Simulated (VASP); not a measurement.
A run of VASP 6.6.1 is set up as follows.

INCAR

```
SYSTEM = LiSb3
  ALGO = Normal
  EDIFF = 1E-6
  ENCUT = 520
  GGA = PE
  ISIF = 2
  ISMEAR = 0
  LASPH = .TRUE.
  LCHARG = .FALSE.
  LREAL = .FALSE.
  LWAVE = .FALSE.
  NBANDS = 17
  NELM = 100
  PREC = Accurate
  SIGMA = 0.1
```

File KPOINTS:

```
k-points
0
G
  4 4 4
  0 0 0
```

POSCAR

```
LiSb3
1.0
    4.6810210000      0.0000000000      0.0000000000
    0.0000000000      4.6810210000      0.0000000000
    0.0000000000      0.0000000000      4.6810210000
Li Sb
1 3
Direct
    0.0000000000      0.0000000000      0.0000000000
    0.5000000000      0.0000000000      0.5000000000
    0.0000000000      0.5000000000      0.5000000000
    0.5000000000      0.5000000000      0.0000000000
```

Potentials or basis: VASP PAW PBE potentials, release 64 (Li_sv, Sb).

Run with:

```sh
$ cat potpaw_PBE.64/Li_sv/POTCAR potpaw_PBE.64/Sb/POTCAR > POTCAR
$ mpirun -np 1 vasp_std > vasp.out
```

Task: Predict the band gap on the k mesh.

Result: Zero (bands 9 and 10 overlap by 2.28 eV).

Caveat: spin-orbit coupling is left out, which moves the levels of the heavy elements.
